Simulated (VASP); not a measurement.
Here is a VASP 6.6.1 calculation.

File POSCAR:

```
Co
1.0
   -1.4041371717      1.4041371717      1.4041371717
    1.4041371717     -1.4041371717      1.4041371717
    1.4041371717      1.4041371717     -1.4041371717
Co
1
Direct
    0.0000000000      0.0000000000      0.0000000000
```

File INCAR.step1:

```
SYSTEM = Co
PREC = Accurate
ENCUT = 600
ISMEAR = -1
SIGMA = 0.05
LREAL = .False.
LASPH = .True.
NELM = 150
ISPIN = 2
MAGMOM = 1.7
LMAXMIX = 4
GGA = PE
ALGO = Normal
EDIFF = 1E-4
LWAVE = .True.
LCHARG = .False.
```

Contents of INCAR.step2:

```
SYSTEM = Co
PREC = Accurate
ENCUT = 600
EDIFF = 1E-6
ISMEAR = -1
SIGMA = 0.05
LREAL = .False.
LASPH = .True.
NELM = 150
ALGO = Normal
ISIF = 3
LWAVE = .False.
LCHARG = .False.
ISPIN = 2
MAGMOM = 1.7
LORBIT = 11
LMAXMIX = 4
METAGGA = R2SCAN
LMIXTAU = .True.
IBRION = 2
NSW = 80
EDIFFG = -0.01
ISTART = 1
```

Contents of KPOINTS:

```
Automatic mesh
0
Gamma
  16 16 16
  0 0 0
```

Potentials or basis: VASP PAW PBE potentials, release 64 (Co).

Launch:

```sh
$ cat potpaw_PBE.64/Co/POTCAR > POTCAR
$ cp INCAR.step1 INCAR
$ mpirun -np 1 vasp_std > vasp.out
$ cp INCAR.step2 INCAR
$ mpirun -np 1 vasp_std > vasp.out
```

Problem. Predict the net moment.

Solution. 1.90 μB per cell.

Problem. Estimate the relaxed cell.

Solution. a = 2.423 Å, b = 2.423 Å, c = 2.423 Å, α = 109.47°, β = 109.47°, γ = 109.47°.

Problem. Predict the site moments.

Solution. Co +1.96 μB.

Step by step:
| step | energy change (eV) | largest force (eV/Å) | pressure (GPa) | volume (Å³) |
| --- | --- | --- | --- | --- |
| 1 | 0.0000 | 0.0000 | -2.37 | 11.07 |
| 2 | 0.0003 | 0.0000 | 2.71 | 10.81 |
| 3 | -0.0009 | 0.0000 | -0.04 | 10.95 |

Caveat: the PAW data sets were made with another functional, which shifts forces and pressure a little.
